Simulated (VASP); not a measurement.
# PbSe in VASP: a series of runs

The runs below take PbSe through single point, with PBE+D3(BJ).

Program: VASP 6.6.1. These are calculated values, not measurements. Logs are shortened: lines on timing, memory, paths and dates and some standing lists are left out, and cuts for length are marked.

### Step 1. The cell of the first run

The structure is tetragonal, space group I4/mmm (No. 139). The conventional cell has a = 3.860 Å, b = 3.860 Å, c = 6.134 Å, α = 90.00°, β = 90.00°, γ = 90.00°. Within 3.6 Å of Pb (site symmetry 4/mmm) lie 6 Se at 2.73 to 3.07 Å. Se (site symmetry 4/mmm) has 6 Pb at 2.73 to 3.07 Å within 3.6 Å.

### Step 2. Single point, PBE+D3(BJ)

INCAR reads:

```
PREC     = Accurate       # precision mode
ENCUT    = 520            # plane-wave cutoff, eV
EDIFF    = 1E-6           # SCF threshold, eV
ISMEAR   = 0              # smearing method
SIGMA    = 0.03           # smearing width, eV
LREAL    = F              # projectors in reciprocal space
LASPH    = T              # aspherical terms in the spheres
NELM     = 100            # most SCF steps
ALGO     = Normal         # electronic algorithm
ISIF     = 2              # what is computed and relaxed
LWAVE    = F              # write WAVECAR
LCHARG   = T              # write CHGCAR
GGA      = PE             # functional
IVDW     = 12             # dispersion correction
LELF     = T              # ELF
LVHAR    = T            
NBANDS   = 17             # bands
```

KPOINTS reads:

```
regular mesh
0
Gamma
  10 10 10
```

POSCAR reads:

```
PbSe
1.0
    0.0000000000      2.7297077303      3.0670873374
    2.7297077303      0.0000000000      3.0670873374
    2.7297077303      2.7297077303      0.0000000000
Pb Se
1 1
Direct
    0.0000000000      0.0000000000      0.0000000000
    0.5000000000      0.5000000000      0.5000000000
```

Potentials or basis: VASP PAW PBE potentials, release 64 (Pb_d, Se).

Command:

```bash
cat potpaw_PBE.64/Pb_d/POTCAR potpaw_PBE.64/Se/POTCAR > POTCAR
mpirun -np 1 vasp_std > vasp.out
```

OUTCAR:

```text
PREC = Accurate
   ENCUT = 520
   EDIFF = 1E-6
   ISMEAR = 0
   LREAL = F
   LASPH = T
   NELM = 100
   ISIF = 2
   GGA = PE
   IVDW = 12
 IVDW          = 12

 ion  position               nearest neighbor table
   1  0.000  0.000  0.000-   2 2.73   2 2.73   2 2.73   2 2.73   2 3.07   2 3.07
   2  0.500  0.500  0.500-   1 2.73   1 2.73   1 2.73   1 2.73   1 3.07   1 3.07

  LATTYP: Found a body centered tetragonal cell.
 ALAT       =     3.8603896935
 C/A-ratio  =     1.5890040027

  Lattice vectors:

 A1 = (  -2.7297077303,   0.0000000000,   3.0670873374)
 A2 = (   2.7297077303,   0.0000000000,   3.0670873374)
 A3 = (   0.0000000000,   2.7297077303,  -3.0670873374)

Analysis of symmetry for initial positions (statically):
=====================================================================
 Subroutine PRICEL returns:
 Original cell was already a primitive cell.

 Routine SETGRP: Setting up the symmetry group for a
 body centered tetragonal supercell.

 Subroutine GETGRP returns: Found 16 space group operations
 (whereof 16 operations were pure point group operations)
 out of a pool of 16 trial point group operations.

The static configuration has the point symmetry D_4h.

Analysis of symmetry for dynamics (positions and initial velocities):
=====================================================================
 Subroutine PRICEL returns:
 Original cell was already a primitive cell.

 Routine SETGRP: Setting up the symmetry group for a
 body centered tetragonal supercell.

 Subroutine GETGRP returns: Found 16 space group operations
 (whereof 16 operations were pure point group operations)
 out of a pool of 16 trial point group operations.

The dynamic configuration has the point symmetry D_4h.

 Subroutine INISYM returns: Found 16 space group operations
 (whereof 16 operations are pure point group operations),
 and found     1 'primitive' translations

----------------------------------------------------------------------------------------

                                     Primitive cell

  volume of cell :      45.7076

  direct lattice vectors                    reciprocal lattice vectors
     0.000000000  2.729707730  3.067087337    -0.183169793  0.183169793  0.163021116
     2.729707730  0.000000000  3.067087337     0.183169793 -0.183169793  0.163021116
     2.729707730  2.729707730  0.000000000     0.183169793  0.183169793 -0.163021116

  length of vectors
     4.105889554  4.105889554  3.860389694     0.306068996  0.306068996  0.306068996

  position of ions in fractional coordinates (direct lattice)
     0.000000000  0.000000000  0.000000000
     0.500000000  0.500000000  0.500000000

  ion indices of the primitive-cell ions
   primitive index   ion index
                 1           1
                 2           2

----------------------------------------------------------------------------------------

 KPOINTS: regular mesh

Automatic generation of k-mesh.
 Grid dimensions read from file:
 generate k-points for:   10   10   10

 Generating k-lattice:

  Cartesian coordinates                     Fractional coordinates (reciprocal lattice)
    -0.018316979  0.018316979  0.016302112     0.100000000  0.000000000  0.000000000
     0.018316979 -0.018316979  0.016302112     0.000000000  0.100000000  0.000000000
     0.018316979  0.018316979 -0.016302112     0.000000000  0.000000000  0.100000000

  Length of vectors
     0.030606900  0.030606900  0.030606900

  Shift w.r.t. Gamma in fractional coordinates (k-lattice)
     0.000000000  0.000000000  0.000000000

 Subroutine IBZKPT returns following result:
 ===========================================

 Found    102 irreducible k-points:

 Following reciprocal coordinates:
            Coordinates               Weight
  0.000000  0.000000  0.000000      1.000000
  0.100000 -0.000000  0.000000      8.000000
  0.200000 -0.000000  0.000000      8.000000
  0.300000 -0.000000  0.000000      8.000000
  0.400000  0.000000  0.000000      8.000000
  0.500000  0.000000  0.000000      4.000000
[... 16 lines left out ...]
  0.300000  0.300000  0.000000      2.000000
  0.400000  0.300000  0.000000      8.000000
 [... further k-points ...]
   k-points           NKPTS =    102   k-points in BZ     NKDIM =    102   number of bands    NBANDS=     17
   number of dos      NEDOS =    301   number of ions     NIONS =      2
   total plane-waves  NPLWV =  30720
   dimension x,y,z NGX =    32 NGY =   32 NGZ =   30
   dimension x,y,z NGXF=    64 NGYF=   64 NGZF=   60
   ions per type =               1   1
   NGX,Y,Z   is equivalent  to a cutoff of  12.96, 12.96, 12.92 a.u.
   NGXF,Y,Z  is equivalent  to a cutoff of  25.91, 25.91, 25.84 a.u.
 SYSTEM =  unknown system
   PREC   = accura    normal or accurate (medium, high low for compatibility)
   ISTART =      0    job   : 0-new  1-cont  2-samecut
   ICHARG =      2    charge: 1-file 2-atom 10-const
   ISPIN  =      1    spin polarized calculation?
   LNONCOLLINEAR =      F non collinear calculations
   LSORBIT =      F    spin-orbit coupling
   LASPH  =      T    aspherical Exc in radial PAW
   ENCUT  =  520.0 eV  38.22 Ry    6.18 a.u.   7.63  7.63  7.18*2*pi/ulx,y,z
   NELM   =    100;   NELMIN=  2; NELMDL= -5     # of ELM steps
   EDIFF  = 0.1E-05   stopping-criterion for ELM
   LREAL  =      F    real-space projection
   EDIFFG = 0.1E-04   stopping-criterion for IOM
   NSW    =      0    number of steps for IOM
   IBRION =     -1    ionic relax: 0-MD 1-quasi-New 2-CG
   NFREE  =      0    steps in history (QN), initial steepest desc. (CG)
   ISIF   =      2    stress and relaxation
   ISYM   =      2    0-nonsym 1-usesym 2-fastsym
   POTIM  = 0.5000    time-step for ionic-motion
   TEBEG  =    0.0;   TEEND  =   0.0 temperature during run
   PSTRESS=    0.0 pullay stress
   NELECT =      20.0000    total number of electrons
   NUPDOWN=      -1.0000    fix difference up-down
   EMIN   =  10.00;   EMAX   =-10.00  energy-range for DOS
   EFERMI =   0.00;   METHOD = LEGACY
   ISMEAR =     0;   SIGMA  =   0.03  broadening in eV -4-tet -1-fermi 0-gaus
   EFERMI_NEDOS =   21; number of points for ismear=-14 and -15
   IALGO  =     38    algorithm
   IMIX   =      4    mixing-type and parameters
     AMIX     =   0.40;   BMIX     =  1.00
     AMIX_MAG =   1.60;   BMIX_MAG =  1.00
  volume/ion in A,a.u.               =      22.85       154.23
  Fermi-wavevector in a.u.,A,eV,Ry     =   1.242859  2.348664 21.016914  1.544700
  Thomas-Fermi vector in A             =   2.377196
   LORBIT       =      0    0 simple, 1 ext, 2 COOP (PROOUT), +10 PAW based schemes
   GGA     = PE    functional components
   LHFCALC =     F    Hartree Fock is set to
   AEXX    =    0.0000 exact exchange contribution
   IVDW    =    12    specifies the selected vdW correction
   LEPSILON=     F    determine dielectric tensor
   LRPA    =     F    only Hartree local field effects (RPA)
 non-spin polarized calculation
 Gauss-broadening in eV      SIGMA  =   0.03
  energy-cutoff  :      520.00
  volume of cell :       45.71
 maximum number of plane-waves:      1244
   NGX = 15   NGY = 15   NGZ = 15

 number of electron      20.0000002 magnetization

 Free energy of the ion-electron system (eV)
  ---------------------------------------------------
  ext. energy  EPLUGINS =         0.00000000
  ---------------------------------------------------
  free energy    TOTEN  =        -7.01420228 eV

  energy without entropy =       -7.01380364  energy(sigma->0) =       -7.01400296

 E-fermi :   8.3032     XC(G=0): -10.6063

 val. band max:        8.2970684742   @ k =  -0.4000   0.1000   0.2000
 cond. band min:       8.3062190001   @ k =  -0.4000   0.0000   0.1000
 fundamental gap:      0.0091505259
 Fermi energy:         8.3031793774

 k-point     1 :       0.0000    0.0000    0.0000
  band No.  band energies     occupation
      1      -9.3254      2.00000
      2      -9.2289      2.00000
      3      -9.2076      2.00000
      4      -9.1873      2.00000
      5      -9.1873      2.00000
      6      -7.6177      2.00000
[... 9 lines left out ...]
     16      14.5996      0.00000
     17      15.0341      0.00000

 k-point     2 :       0.1000   -0.0000    0.0000
  band No.  band energies     occupation
      1      -9.3165      2.00000
      2      -9.2218      2.00000
      3      -9.2170      2.00000
      4      -9.1880      2.00000
      5      -9.1828      2.00000
      6      -7.5174      2.00000
[... 9 lines left out ...]
     16      14.8100      0.00000
     17      15.7758      0.00000

 k-point     3 :       0.2000   -0.0000    0.0000
  band No.  band energies     occupation
      1      -9.3017      2.00000
      2      -9.2424      2.00000
      3      -9.2039      2.00000
      4      -9.1841      2.00000
      5      -9.1699      2.00000
      6      -7.2205      2.00000
[... 9 lines left out ...]
     16      15.3230      0.00000
     17      17.3548      0.00000

 k-point     4 :       0.3000   -0.0000    0.0000
  band No.  band energies     occupation
      1      -9.2948      2.00000
      2      -9.2738      2.00000
      3      -9.2040      2.00000
      4      -9.1537      2.00000
      5      -9.1516      2.00000
      6      -6.7583      2.00000
[... 9 lines left out ...]
     16      16.3184      0.00000
     17      19.2401      0.00000

 k-point     5 :       0.4000    0.0000    0.0000
  band No.  band energies     occupation
      1      -9.2991      2.00000
      2      -9.2941      2.00000
      3      -9.2089      2.00000
      4      -9.1405      2.00000
      5      -9.1192      2.00000
      6      -6.2496      2.00000
[... 9 lines left out ...]
     16      17.7201      0.00000
     17      20.0329      0.00000

 k-point     6 :       0.5000    0.0000    0.0000
  band No.  band energies     occupation
      1      -9.3087      2.00000
      2      -9.2946      2.00000
      3      -9.2109      2.00000
      4      -9.1354      2.00000
      5      -9.1066      2.00000
      6      -5.9944      2.00000
[... 9 lines left out ...]
     16      18.2617      0.00000
     17      19.4898      0.00000

 k-point     7 :       0.1000    0.1000    0.0000
  band No.  band energies     occupation
      1      -9.3525      2.00000
      2      -9.2321      2.00000
      3      -9.2052      2.00000
      4      -9.1800      2.00000
      5      -9.1800      2.00000
      6      -7.4838      2.00000
[... 9 lines left out ...]
     16      15.5556      0.00000
     17      16.4715      0.00000

 k-point     8 :       0.2000    0.1000    0.0000
  band No.  band energies     occupation
      1      -9.3662      2.00000
      2      -9.2281      2.00000
      3      -9.2142      2.00000
      4      -9.1745      2.00000
      5      -9.1679      2.00000
      6      -7.2579      2.00000
[... 9 lines left out ...]
     16      15.9588      0.00000
     17      18.0755      0.00000
[... 203 lines left out ...]
      1      -9.4019      2.00000
      2      -9.2650      2.00000
      3      -9.1966      2.00000
      4      -9.1566      2.00000
      5      -9.1266      2.00000
      6      -5.9253      2.00000
[... 9 lines left out ...]
     16      18.4376      0.00000
     17      19.0245      0.00000

 k-point    20 :      -0.4000    0.2000    0.0000
  band No.  band energies     occupation
      1      -9.3539      2.00000
      2      -9.2908      2.00000
      3      -9.1908      2.00000
      4      -9.1441      2.00000
      5      -9.1308      2.00000
      6      -5.7576      2.00000
[... 9 lines left out ...]
     16      17.5421      0.00000
     17      19.3430      0.00000

 k-point    21 :      -0.3000    0.2000    0.0000
  band No.  band energies     occupation
      1      -9.3084      2.00000
      2      -9.3018      2.00000
      3      -9.1983      2.00000
      4      -9.1421      2.00000
      5      -9.1275      2.00000
      6      -6.0284      2.00000
[... 9 lines left out ...]
     16      17.7346      0.00000
     17      19.1942      0.00000

 k-point    22 :      -0.2000    0.2000    0.0000
  band No.  band energies     occupation
      1      -9.2947      2.00000
      2      -9.2778      2.00000
      3      -9.2037      2.00000
      4      -9.1557      2.00000
      5      -9.1281      2.00000
      6      -6.5249      2.00000
[... 9 lines left out ...]
     16      16.1928      0.00000
     17      18.5276      0.00000

 k-point    23 :       0.3000    0.3000    0.0000
  band No.  band energies     occupation
      1      -9.5197      2.00000
      2      -9.2504      2.00000
      3      -9.1911      2.00000
      4      -9.1356      2.00000
      5      -9.1356      2.00000
      6      -6.5335      2.00000
[... 9 lines left out ...]
     16      18.6427      0.00000
     17      19.3798      0.00000

 k-point    24 :       0.4000    0.3000    0.0000
  band No.  band energies     occupation
      1      -9.5390      2.00000
      2      -9.2465      2.00000
      3      -9.1995      2.00000
      4      -9.1303      2.00000
      5      -9.1238      2.00000
      6      -6.1911      2.00000
[... 9 lines left out ...]
     16      19.1122      0.00000
     17      20.4704      0.00000

 [... further k-points ...]

------------------------ aborting loop because EDIFF is reached ----------------------------------------

 Edisp (eV)   -0.92893

 E8    (eV) :    -0.4324

  FORCE on cell =-STRESS in cart. coord.  units (eV):
  Direction    XX          YY          ZZ          XY          YZ          ZX
  --------------------------------------------------------------------------------------
  -------------------------------------------------------------------------------------
  Total       9.43635     9.43635     0.77931     0.00000     0.00000    -0.00000
  in kB     330.76993   330.76993    27.31697     0.00000     0.00000    -0.00000
  external pressure =      229.62 kB  Pullay stress =        0.00 kB

 VOLUME and BASIS-vectors are now :
 -----------------------------------------------------------------------------
  energy-cutoff  :      520.00
  volume of cell :       45.71
      direct lattice vectors                 reciprocal lattice vectors
     0.000000000  2.729707730  3.067087337    -0.183169793  0.183169793  0.163021116
     2.729707730  0.000000000  3.067087337     0.183169793 -0.183169793  0.163021116
     2.729707730  2.729707730  0.000000000     0.183169793  0.183169793 -0.163021116

 POSITION                                       TOTAL-FORCE (eV/Angst)
 -----------------------------------------------------------------------------------
      0.00000      0.00000      0.00000        -0.000000     -0.000000      0.000000
      2.72971      2.72971      3.06709         0.000000      0.000000     -0.000000
 -----------------------------------------------------------------------------------
    total drift:                                0.000000     -0.000000     -0.000000

  FREE ENERGIE OF THE ION-ELECTRON SYSTEM (eV)
  ---------------------------------------------------
  free  energy   TOTEN  =        -7.9431318033 eV

  energy  without entropy=       -7.9427331584  energy(sigma->0) =       -7.94293248
```

It took 100 s on 1 thread of Intel Xeon 8259CL, shared host; peak memory 0.24 GiB.

Results:

```
Free energy                : -7.9431 eV
Pressure                   : 23.0 GPa
Band gap on the k mesh     : zero (bands 10 and 11 overlap by 0.15 eV)
Dispersion energy per atom : -0.464 eV
```

Stress tensor (GPa, compression positive):
```
33.08  0.00  0.00
 0.00 33.08  0.00
 0.00  0.00  2.73
```

Caveat: the cell stands under pressure; semilocal functionals underestimate gaps, so a narrow gap can read as zero; spin-orbit coupling is left out, which moves the levels of the heavy elements.

(Continued in part 2 of 3.)
